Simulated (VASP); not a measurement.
Cs: single point with PBE

The system is Cs.

```
Cs
1.0
    -3.08581    3.08581    3.08581
     3.08581   -3.08581    3.08581
     3.08581    3.08581   -3.08581
Cs
1
Direct
  0.00000 0.00000 0.00000
```

```
Program                : VASP 6.6.1
Task                   : single point
Functional             : PBE
Potentials or basis    : VASP PAW PBE potentials, release 64 (Cs_sv)
Cutoff                 : 520 eV
k mesh                 : 10 × 10 × 10
Occupations            : gaussian, width 0.05 eV
Spin                   : no spin polarisation
Dipole correction      : no
Further INCAR settings : ALGO = Normal; EDIFF = 1e-06; NBANDS = 10
```

```
Pressure : 0.0 GPa
```

Levels at points of the mesh, in eV from the Fermi level:
```
           k point  band 1  band 2  band 3  band 4  band 5  band 6  band 7  band 8  band 9
(0.00, 0.00, 0.00)  -23.88  -10.63  -10.63  -10.63   -1.67    2.46    2.46    2.46    3.31
(0.50, 0.00, 0.00)  -23.88  -10.76  -10.67  -10.63    0.03    0.84    1.63    3.14    3.75
(0.50, 0.50, 0.50)  -23.87  -10.72  -10.72  -10.72    0.65    0.65    2.94    2.94    2.94
```

It took 29 s on 1 thread of Intel(R) Xeon(R) Platinum 8175M CPU @ 2.50GHz (Skylake/Cascade Lake) (shared host), peak memory 0.25 GiB.

Caveat: spin-orbit coupling is left out, which moves the levels of the heavy elements.
